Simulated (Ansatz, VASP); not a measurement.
## LiF: VASP beside Ansatz

```
Li F
1.0
     2.62352    0.00000    0.00000
     0.00000    2.62352    0.00000
     0.00000    0.00000    2.55953
Li F
1 1
Direct
  0.00000 0.00000 0.00000
  0.50000 0.50000 0.50000
```

Change from the starting cell: strain +0.025 along x and y, +0.000 along z, atoms carried along.

Alike in both runs: task single point; functional LDA; k mesh 10 × 10 × 10; occupations gaussian, width 0.05 eV; no spin polarisation.

```csv
,VASP,Ansatz
version,VASP 6.6.1,Ansatz 0.2.0
potentials or method,"VASP PAW LDA potentials, release 64 (Li_sv, F), cutoff 520 eV","scalar-relativistic, plane waves, PAW"
valence electrons in the cell,10,10
```

|  | VASP | Ansatz | Ansatz less VASP |
| --- | --- | --- | --- |
| gap on the k mesh at the Fermi level (eV) | 6.80 | 6.80 | +0.004 |
| least direct gap on the mesh (eV) | 7.38 | 7.38 | +0.003 |

LDA's correlation is that of Perdew and Zunger in VASP and of Perdew and Wang (1992) in Ansatz.

Noted on VASP's run: the cutoff is short for stress, so the pressure is rough.
